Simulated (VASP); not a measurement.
Runs of VASP 6.6.1 on Te2Pt. The structure is that of space group P-3m1 (No. 164), or close to it. The cells are those of the table. 

```csv
fixed moment (μB),cell,pressure (GPa),moment (μB),largest force (eV/Å)
0.25,"a = 4.404, b = 4.404, c = 5.805 Å, angles 90.0, 90.0, 120.0°, 3 atoms",-11.7,0.25,1.36
0.125,"a = 4.089, b = 4.089, c = 5.388 Å, angles 90.0, 90.0, 120.0°, 3 atoms",(b),0.12,-
0.5,"a = 3.972, b = 3.972, c = 5.234 Å, angles 90.0, 90.0, 120.0°, 3 atoms",10.0,0.50,1.05
0.3125,"a = 4.089, b = 4.089, c = 5.388 Å, angles 90.0, 90.0, 120.0°, 3 atoms",-0.1,0.31,0.03
0.125,"a = 3.972, b = 3.972, c = 5.234 Å, angles 90.0, 90.0, 120.0°, 3 atoms",(a),0.12,0.96
```

Alike in all rows: task single point; level PBE; potentials or basis VASP PAW PBE potentials, release 64 (Te, Pt); spin collinear; k mesh 12 × 12 × 8; cutoff (eV) 500; smearing gaussian 0.15 eV.

Q: Fill in the values left out.

A: (a) 9.8; (b) -0.2.

Caveats: the total moment is fixed, so each spin has its own Fermi level and the state may be an excited one; forces of over 1 eV/Å act on the atoms, so gaps and moduli don't describe the material at rest (at least some runs); the cell stands under pressure (at least some runs); the cell stands under tension (at least some runs); this functional lacks dispersion, which binds layers or chains, so the pressure and a relaxed spacing across them are unreliable (at least some runs).
